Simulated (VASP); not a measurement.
# Hf (P6_3/mmc) in VASP: a series of runs

Hf is run at these levels: RPBE+D4, LDA, PBEsol, PBE, BLYP+D3(BJ); tasks: relaxation of cell and atoms, single point.

All numbers are computed with VASP 6.6.1; they aren't measurements. Logs are shortened: lines on timing, memory, paths and dates and some standing lists are left out, and cuts for length are marked.

## (1) The cell of the first run

It takes space group P6_3/mmc (No. 194, hexagonal). Conventional cell: a = 3.197 Å, b = 3.197 Å, c = 5.058 Å, α = 90.00°, β = 90.00°, γ = 120.00°. Hf (site symmetry -6m2) has 12 Hf at 3.13 to 3.20 Å within 4.1 Å.

## (2) Relaxation of cell and atoms, RPBE+D4

Contents of INCAR:

```
SYSTEM = Hf
  PREC = Accurate
  ENCUT = 600
  EDIFF = 1E-6
  ISMEAR = -1
  SIGMA = 0.05
  LREAL = .FALSE.
  LASPH = .TRUE.
  NELM = 60
  ALGO = Normal
  ISIF = 3
  LWAVE = .FALSE.
  LCHARG = .FALSE.
  GGA = RP
  IVDW = 13
  IBRION = 2
  NSW = 80
  EDIFFG = -0.02
```

Contents of KPOINTS:

```
Automatic mesh
0
G
  10 10 5
  0 0 0
```

Contents of POSCAR:

```
Hf
1.0
    3.1967000000      0.0000000000      0.0000000000
   -1.5983500000      2.7684234083      0.0000000000
    0.0000000000      0.0000000000      5.0578000000
Hf
2
Direct
    0.6666666667      0.3333333333      0.7500000000
    0.3333333333      0.6666666667      0.2500000000
```

Potentials or basis: VASP PAW PBE potentials, release 64 (Hf_pv).

On the command line:

```console
$ cat potpaw_PBE.64/Hf_pv/POTCAR > POTCAR
$ mpirun -np 1 vasp_std > vasp.out
```

OUTCAR:

```text
SYSTEM = Hf
   PREC = Accurate
   ENCUT = 600
   EDIFF = 1E-6
   ISMEAR = -1
   LREAL = .FALSE.
   LASPH = .TRUE.
   NELM = 60
   ISIF = 3
   GGA = RP
   IVDW = 13
   IBRION = 2
   NSW = 80
   EDIFFG = -0.02

 ion  position               nearest neighbor table
   1  0.667  0.333  0.750-   2 3.13   2 3.13   2 3.13   2 3.13   2 3.13   2 3.13
   2  0.333  0.667  0.250-   1 3.13   1 3.13   1 3.13   1 3.13   1 3.13   1 3.13

  LATTYP: Found a hexagonal cell.
 ALAT       =     3.1967000000
 C/A-ratio  =     1.5821941377

  Lattice vectors:

 A1 = (   3.1967000000,   0.0000000000,   0.0000000000)
 A2 = (  -1.5983500000,   2.7684234083,   0.0000000000)
 A3 = (   0.0000000000,   0.0000000000,   5.0578000000)

Analysis of symmetry for initial positions (statically):
=====================================================================
 Subroutine PRICEL returns:
 Original cell was already a primitive cell.

 Routine SETGRP: Setting up the symmetry group for a
 hexagonal supercell.

 Subroutine GETGRP returns: Found 24 space group operations
 (whereof 12 operations were pure point group operations)
 out of a pool of 24 trial point group operations.

The static configuration has the point symmetry D_3d.
 The point group associated with its full space group is D_6h.

Analysis of symmetry for dynamics (positions and initial velocities):
=====================================================================
 Subroutine PRICEL returns:
 Original cell was already a primitive cell.

 Routine SETGRP: Setting up the symmetry group for a
 hexagonal supercell.

 Subroutine GETGRP returns: Found 24 space group operations
 (whereof 12 operations were pure point group operations)
 out of a pool of 24 trial point group operations.

The dynamic configuration has the point symmetry D_3d.
 The point group associated with its full space group is D_6h.

 Subroutine INISYM returns: Found 24 space group operations
 (whereof 12 operations are pure point group operations),
 and found     1 'primitive' translations

----------------------------------------------------------------------------------------

                                     Primitive cell

  volume of cell :      44.7606

  direct lattice vectors                    reciprocal lattice vectors
     3.196700000  0.000000000  0.000000000     0.312822598  0.180608211  0.000000000
    -1.598350000  2.768423408  0.000000000     0.000000000  0.361216423  0.000000000
     0.000000000  0.000000000  5.057800000     0.000000000  0.000000000  0.197714421

  length of vectors
     3.196700000  3.196700000  5.057800000     0.361216423  0.361216423  0.197714421

  position of ions in fractional coordinates (direct lattice)
     0.666666667  0.333333333  0.750000000
     0.333333333  0.666666667  0.250000000

  ion indices of the primitive-cell ions
   primitive index   ion index
                 1           1
                 2           2

----------------------------------------------------------------------------------------

 KPOINTS: Automatic mesh

Automatic generation of k-mesh.
 Grid dimensions read from file:
 generate k-points for:   10   10    5

 Generating k-lattice:

  Cartesian coordinates                     Fractional coordinates (reciprocal lattice)
     0.031282260  0.018060821  0.000000000     0.100000000 -0.000000000  0.000000000
     0.000000000  0.036121642  0.000000000     0.000000000  0.100000000  0.000000000
     0.000000000  0.000000000  0.039542884     0.000000000  0.000000000  0.200000000

  Length of vectors
     0.036121642  0.036121642  0.039542884

  Shift w.r.t. Gamma in fractional coordinates (k-lattice)
     0.000000000  0.000000000  0.000000000

 Subroutine IBZKPT returns following result:
 ===========================================

 Found     42 irreducible k-points:

 Following reciprocal coordinates:
            Coordinates               Weight
  0.000000  0.000000  0.000000      1.000000
  0.100000  0.000000  0.000000      6.000000
  0.200000  0.000000  0.000000      6.000000
  0.300000  0.000000  0.000000      6.000000
  0.400000  0.000000  0.000000      6.000000
  0.500000  0.000000  0.000000      3.000000
[... 16 lines left out ...]
  0.300000  0.100000  0.200000     24.000000
  0.400000  0.100000  0.200000     24.000000
 [... further k-points ...]
   k-points           NKPTS =     42   k-points in BZ     NKDIM =     42   number of bands    NBANDS=     14
   number of dos      NEDOS =    301   number of ions     NIONS =      2
   total plane-waves  NPLWV =  31360
   dimension x,y,z NGX =    28 NGY =   28 NGZ =   40
   dimension x,y,z NGXF=    56 NGYF=   56 NGZF=   80
   ions per type =               2
   NGX,Y,Z   is equivalent  to a cutoff of  14.56, 14.56, 13.15 a.u.
   NGXF,Y,Z  is equivalent  to a cutoff of  29.12, 29.12, 26.30 a.u.
 SYSTEM =  Hf
   PREC   = accura    normal or accurate (medium, high low for compatibility)
   ISTART =      0    job   : 0-new  1-cont  2-samecut
   ICHARG =      2    charge: 1-file 2-atom 10-const
   ISPIN  =      1    spin polarized calculation?
   LNONCOLLINEAR =      F non collinear calculations
   LSORBIT =      F    spin-orbit coupling
   LASPH  =      T    aspherical Exc in radial PAW
   ENCUT  =  600.0 eV  44.10 Ry    6.64 a.u.   6.38  6.38 10.10*2*pi/ulx,y,z
   NELM   =     60;   NELMIN=  2; NELMDL= -5     # of ELM steps
   EDIFF  = 0.1E-05   stopping-criterion for ELM
   LREAL  =      F    real-space projection
   EDIFFG = -.2E-01   stopping-criterion for IOM
   NSW    =     80    number of steps for IOM
   IBRION =      2    ionic relax: 0-MD 1-quasi-New 2-CG
   NFREE  =      1    steps in history (QN), initial steepest desc. (CG)
   ISIF   =      3    stress and relaxation
   ISYM   =      2    0-nonsym 1-usesym 2-fastsym
   POTIM  = 0.5000    time-step for ionic-motion
   TEBEG  =    0.0;   TEEND  =   0.0 temperature during run
   PSTRESS=    0.0 pullay stress
   NELECT =      20.0000    total number of electrons
   NUPDOWN=      -1.0000    fix difference up-down
   EMIN   =  10.00;   EMAX   =-10.00  energy-range for DOS
   EFERMI =   0.00;   METHOD = LEGACY
   ISMEAR =    -1;   SIGMA  =   0.05  broadening in eV -4-tet -1-fermi 0-gaus
   EFERMI_NEDOS =   21; number of points for ismear=-14 and -15
   IALGO  =     38    algorithm
   IMIX   =      4    mixing-type and parameters
     AMIX     =   0.40;   BMIX     =  1.00
     AMIX_MAG =   1.60;   BMIX_MAG =  1.00
  volume/ion in A,a.u.               =      22.38       151.03
  Fermi-wavevector in a.u.,A,eV,Ry     =   1.251563  2.365112 21.312311  1.566411
  Thomas-Fermi vector in A             =   2.385505
   LORBIT       =      0    0 simple, 1 ext, 2 COOP (PROOUT), +10 PAW based schemes
   GGA     = RP    functional components
   LHFCALC =     F    Hartree Fock is set to
   AEXX    =    0.0000 exact exchange contribution
   IVDW    =    13    specifies the selected vdW correction
   LEPSILON=     F    determine dielectric tensor
   LRPA    =     F    only Hartree local field effects (RPA)
 conjugate gradient relaxation of ions
 non-spin polarized calculation
  energy-cutoff  :      600.00
  volume of cell :       44.76
 maximum number of plane-waves:      1518
 NGX is ok and might be reduce to    28
   NGX = 13   NGY = 13   NGZ = 21

--------------------------------------- Ionic step        1  -------------------------------------------

 number of electron      20.0000001 magnetization

 Free energy of the ion-electron system (eV)
  ---------------------------------------------------
  ext. energy  EPLUGINS =         0.00000000
  ---------------------------------------------------
  free energy    TOTEN  =       -19.00598467 eV

  energy without entropy =      -18.99485146  energy(sigma->0) =      -19.00041806

------------------------ aborting loop because EDIFF is reached ----------------------------------------

  DFT-D4 for vdW energy calculation

  Edisp (eV):   -0.65535

  FORCE on cell =-STRESS in cart. coord.  units (eV):
  Direction    XX          YY          ZZ          XY          YZ          ZX
  --------------------------------------------------------------------------------------
  -------------------------------------------------------------------------------------
  Total       0.20958     0.20958     0.08478     0.00000     0.00000    -0.00000
  in kB       7.50166     7.50166     3.03456     0.00000     0.00000    -0.00000
  external pressure =        6.01 kB  Pullay stress =        0.00 kB

 VOLUME and BASIS-vectors are now :
 -----------------------------------------------------------------------------
  energy-cutoff  :      600.00
  volume of cell :       44.76
      direct lattice vectors                 reciprocal lattice vectors
     3.196700000  0.000000000  0.000000000     0.312822598  0.180608211  0.000000000
    -1.598350000  2.768423408  0.000000000     0.000000000  0.361216423  0.000000000
     0.000000000  0.000000000  5.057800000     0.000000000  0.000000000  0.197714421
[... 201 lines left out ...]
 POSITION                                       TOTAL-FORCE (eV/Angst)
 -----------------------------------------------------------------------------------
      1.60252      0.92522      3.79736        -0.000000     -0.000000      0.000000
     -0.00000      1.85043      1.26579         0.000000      0.000000      0.000000
 -----------------------------------------------------------------------------------
    total drift:                               -0.000000      0.000000     -0.000000

  FREE ENERGIE OF THE ION-ELECTRON SYSTEM (eV)
  ---------------------------------------------------
  free  energy   TOTEN  =       -19.6618947491 eV

  energy  without entropy=      -19.6505600153  energy(sigma->0) =      -19.65622738

--------------------------------------- Ionic step        7  -------------------------------------------

 number of electron      20.0000000 magnetization

 Free energy of the ion-electron system (eV)
  ---------------------------------------------------
  ext. energy  EPLUGINS =         0.00000000
  ---------------------------------------------------
  free energy    TOTEN  =       -19.01055282 eV

  energy without entropy =      -18.99932420  energy(sigma->0) =      -19.00493851

 E-fermi :   4.9734     XC(G=0): -11.1898

 val. band max:        4.9546774959   @ k =   0.0000   0.0000   0.4000
 cond. band min:       4.9742078677   @ k =   0.1000   0.1000   0.4000
 fundamental gap:      0.0195303719
 Fermi energy:         4.9733597596

 k-point     1 :       0.0000    0.0000    0.0000
  band No.  band energies     occupation
      1     -26.1396      2.00000
      2     -25.4135      2.00000
      3     -25.4135      2.00000
      4     -25.2908      2.00000
      5     -25.2869      2.00000
      6     -25.2869      2.00000
      7      -2.3818      2.00000
      8       1.3062      2.00000
      9       5.5852      0.00001
     10       6.1748      0.00000
     11       6.1748      0.00000
     12       6.4874      0.00000
     13       7.0000      0.00000
     14       7.0000      0.00000

 k-point     2 :       0.1000    0.0000    0.0000
  band No.  band energies     occupation
      1     -26.1145      2.00000
      2     -25.4657      2.00000
      3     -25.4311      2.00000
      4     -25.3420      2.00000
      5     -25.3026      2.00000
      6     -25.2939      2.00000
      7      -2.0851      2.00000
      8       1.5955      2.00000
      9       5.2097      0.01756
     10       5.5427      0.00002
[... 362 lines left out ...]
 k-point    24 :       0.4000    0.1000    0.2000
  band No.  band energies     occupation
      1     -25.9922      2.00000
      2     -25.8665      2.00000
      3     -25.6918      2.00000
      4     -25.5758      2.00000
      5     -25.4829      2.00000
      6     -25.4125      2.00000
      7       1.5404      2.00000
      8       2.5109      2.00000
      9       3.3191      2.00000
     10       3.8625      2.00000
     11       5.6364      0.00000
     12       5.9542      0.00000
     13       6.6210      0.00000
     14       9.7349      0.00000

 [... further k-points ...]

------------------------ aborting loop because EDIFF is reached ----------------------------------------

  DFT-D4 for vdW energy calculation

  Edisp (eV):   -0.65139

  FORCE on cell =-STRESS in cart. coord.  units (eV):
  Direction    XX          YY          ZZ          XY          YZ          ZX
  --------------------------------------------------------------------------------------
  -------------------------------------------------------------------------------------
  Total      -0.00735    -0.00735    -0.00722     0.00000     0.00000     0.00000
  in kB      -0.26137    -0.26137    -0.25703     0.00000     0.00000     0.00000
  external pressure =       -0.26 kB  Pullay stress =        0.00 kB

 VOLUME and BASIS-vectors are now :
 -----------------------------------------------------------------------------
  energy-cutoff  :      600.00
  volume of cell :       45.03
      direct lattice vectors                 reciprocal lattice vectors
     3.206711526 -0.000000000  0.000000000     0.311845949  0.180044343 -0.000000000
    -1.603355763  2.777093644  0.000000000     0.000000000  0.360088686 -0.000000000
     0.000000000  0.000000000  5.056370075    -0.000000000 -0.000000000  0.197770334

 POSITION                                       TOTAL-FORCE (eV/Angst)
 -----------------------------------------------------------------------------------
      1.60336      0.92570      3.79228         0.000000     -0.000000      0.000000
     -0.00000      1.85140      1.26409        -0.000000      0.000000      0.000000
 -----------------------------------------------------------------------------------
    total drift:                               -0.000000      0.000000     -0.000000

  FREE ENERGIE OF THE ION-ELECTRON SYSTEM (eV)
  ---------------------------------------------------
  free  energy   TOTEN  =       -19.6619447435 eV

  energy  without entropy=      -19.6507161160  energy(sigma->0) =      -19.65633043

 reached required accuracy - stopping structural energy minimisation
```

Wall time 2.8 min (1 thread of AMD EPYC 7R43 (Zen 3), shared host); peak memory 0.16 GiB.

Results:

```yaml
Free_energy: -19.6619 eV
Relaxed_volume: 22.51 Å³/atom
Relaxed_cell: a = 3.207 Å, b = 3.207 Å, c = 5.056 Å, α = 90.00°, β = 90.00°, γ = 120.00°
Space_group_after_relaxing_to_0.05_Å: P6_3/mmc (No. 194)
Energy_gained_by_relaxing: 0.3 meV/atom
Ionic_steps: 7
Pressure_after_relaxing: 0.0 GPa
Band_gap_on_the_k_mesh: zero (band 10 reaches 6.17 eV, above the bottom of band 11 at 4.67 eV)
Dispersion_energy_per_atom: -0.326 eV
```

The path:
| step | energy change (eV) | largest force (eV/Å) | pressure (GPa) | volume (Å³) |
| --- | --- | --- | --- | --- |
| 1 | 0.0000 | 0.0000 | 0.60 | 44.76 |
| 2 | 0.0000 | 0.0000 | -0.67 | 45.31 |
| 3 | -0.0006 | 0.0000 | -0.04 | 45.03 |
| 4 | -0.0006 | 0.0000 | -0.03 | 45.04 |
| 5 | -0.0004 | 0.0000 | -0.36 | 45.17 |
| 6 | -0.0006 | 0.0000 | -0.07 | 45.04 |
| 7 | -0.0006 | 0.0000 | -0.03 | 45.03 |

Final structure:
```
Hf
1.0
     3.20671    0.00000    0.00000
    -1.60336    2.77709    0.00000
     0.00000    0.00000    5.05637
Hf
2
Direct
  0.66667 0.33333 0.75000
  0.33333 0.66667 0.25000
```

Caveat: the PAW data sets were made with another functional, which shifts forces and pressure a little; spin-orbit coupling is left out, which moves the levels of the heavy elements; pairwise dispersion overbinds metals, which lowers pressure and volume.

## (3) Single point, LDA, non-collinear spin, zero start, spin-orbit coupling

Contents of INCAR:

```
SYSTEM = Hf
ALGO = Fast
EDIFF = 1E-6
ENCUT = 520
GGA = CA
GGA_COMPAT = .False.
ISIF = 2
ISMEAR = -1
LASPH = .True.
LCHARG = .False.
LMAXMIX = 4
LNONCOLLINEAR = .True.
LORBIT = 11
LORBMOM = .True.
LREAL = .False.
LSORBIT = .True.
LWAVE = .False.
MAGMOM = 0 0 0 0 0 0
NBANDS = 32
NELM = 150
PREC = Accurate
SIGMA = 0.05
```

Contents of KPOINTS:

```
k-points
0
Gamma
  7 7 4
  0 0 0
```

POSCAR is that of step 2.

Potentials or basis: VASP PAW LDA potentials, release 64 (Hf_pv).

On the command line:

```console
$ cat potpaw_LDA.64/Hf_pv/POTCAR > POTCAR
$ mpirun -np 1 vasp_ncl > vasp.out
```

Wall time 2 min (1 thread of AMD EPYC 7R43 (Zen 3), shared host); peak memory 0.2 GiB.

It converged, with:

- Free energy: -22.7299 eV
- Pressure: -7.7 GPa
- Net moment: 0.00 μB per cell
- Valence electrons inside the program's atomic spheres: Hf 8.42

Stress tensor (GPa, compression positive):
```
-7.91  0.00  0.00
 0.00 -7.91  0.00
 0.00  0.00 -7.38
```

Moments on the atoms (μB; x, y, z):
```
Hf  0.00 0.00 0.00
Hf  0.00 0.00 0.00
```

(Continued in part 2 of 2.)
